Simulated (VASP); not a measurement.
Write the native input for VASP 6.6.1 that does the following.

- Task: single point
- Functional: LDA
- Potentials or basis: VASP PAW LDA potentials, release 64 (Tl_d)
- Cutoff: 520 eV
- k mesh: 14 × 14 × 14
- Occupations: fermi-dirac, width 0.1 eV
- Spin: no spin polarisation
- Dipole correction: no
- Further INCAR settings: ALGO = Normal; EDIFF = 1e-06; NBANDS = 12

The structure of Tl lies in POSCAR:

```
Tl
1.0
   -1.6835671559      1.6835671559      1.6835671559
    1.6835671559     -1.6835671559      1.6835671559
    1.6835671559      1.6835671559     -1.6835671559
Tl
1
Direct
    0.0000000000      0.0000000000      0.0000000000
```

This cell differs from its parent crystal: volume scaled by 0.7.

One way to write it, as run:

INCAR

```
PREC = Accurate
ENCUT = 520
EDIFF = 1E-6
ISMEAR = -1
SIGMA = 0.1
LREAL = False
LASPH = True
NELM = 80
ALGO = Normal
ISIF = 2
LWAVE = False
LCHARG = True
LELF = True
LVHAR = True
NBANDS = 12
```

KPOINTS

```
Automatic mesh
0
Gamma
  14 14 14
```

Potentials or basis: VASP PAW LDA potentials, release 64 (Tl_d).

Launch:

```console
$ cat potpaw_LDA.64/Tl_d/POTCAR > POTCAR
$ mpirun -np 1 vasp_std > vasp.out
```

Results of the run:

The pressure is 41.2 GPa.

Run time: 10 s on 1 thread of Intel(R) Xeon(R) Platinum 8488C (Sapphire Rapids), with other jobs on the host, peak memory 0.14 GiB.
